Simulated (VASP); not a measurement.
Crystal: RbBr.

```
Rb Br
1.0
     4.12608    0.00000    0.00000
     0.00000    4.12608    0.00000
     0.00000    0.00000    4.12608
Rb Br
1 1
Direct
  0.00000 0.00000 0.00000
  0.50000 0.50000 0.50000
```

Base run:

```yaml
Program: VASP 6.6.1
Functional: PBE-based screened hybrid with 5 % exact exchange
Potentials_or_basis: VASP PAW PBE potentials, release 64 (Rb_sv, Br)
Cutoff: 520 eV
k_mesh: 4 × 4 × 4
Occupations: fermi-dirac, width 0.05 eV
Spin: no spin polarisation
```

Its results: band gap on the k mesh 4.32 eV (least direct gap 4.47 eV); pressure 0.8 GPa.

Problem. After a change of settings the same cell gave: band gap on the k mesh 5.53 eV (least direct gap 5.70 eV); pressure 0.4 GPa. Which change was it?
A. functional from PBE-based screened hybrid with 5 % exact exchange to PBE-based screened hybrid with 30 % exact exchange; share of exact exchange from 0.05 to 0.3
B. functional from PBE-based screened hybrid with 5 % exact exchange to PBE-based screened hybrid with 10 % exact exchange; share of exact exchange from 0.05 to 0.1
C. functional from PBE-based screened hybrid with 5 % exact exchange to PBE-based screened hybrid with 25 % exact exchange; share of exact exchange from 0.05 to 0.25
D. functional from PBE-based screened hybrid with 5 % exact exchange to PBE-based screened hybrid with 20 % exact exchange; share of exact exchange from 0.05 to 0.2

Solution. A.

Caveats: the PAW data sets were made with another functional, which shifts forces and pressure a little.
